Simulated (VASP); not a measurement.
Runs of VASP 6.6.1 on MgI2. The structure is that of space group P-3m1 (No. 164), or close to it. The cells are those of the table. 

```csv
cell,gap on the mesh (eV),pressure (GPa),largest force (eV/Å)
"a = 4.271, b = 4.271, c = 6.491 Å, angles 90.0, 90.0, 120.0°, 3 atoms",(a),-0.3,0.14
"a = 3.909, b = 3.909, c = 7.749 Å, angles 90.0, 90.0, 120.0°, 3 atoms",2.83,0.2,0.63
"a = 4.385, b = 4.385, c = 6.157 Å, angles 90.0, 90.0, 120.0°, 3 atoms",2.52,-0.3,0.26
"a = 4.474, b = 4.474, c = 5.913 Å, angles 90.0, 90.0, 120.0°, 3 atoms",2.16,-0.3,(b)
"a = 3.806, b = 3.806, c = 8.174 Å, angles 90.0, 90.0, 120.0°, 3 atoms",2.32,(c),0.94
```

Alike in all rows: task single point; level PBEsol; potentials or basis VASP PAW PBE potentials, release 64 (Mg, I); no spin polarisation; k mesh 6 × 6 × 4; cutoff (eV) 520; smearing gaussian 0.05 eV.

**Question.** Fill in the values left out.

**Answer.** (a) 3.02; (b) 0.30; (c) 0.7.

Caveats: the PAW data sets were made with another functional, which shifts forces and pressure a little; spin-orbit coupling is left out, which moves the levels of the heavy elements; this functional lacks dispersion, which binds the layers, so the pressure and a relaxed spacing across them are unreliable.

A k mesh can miss the band edges, and the runs leave out spin-orbit coupling on I.
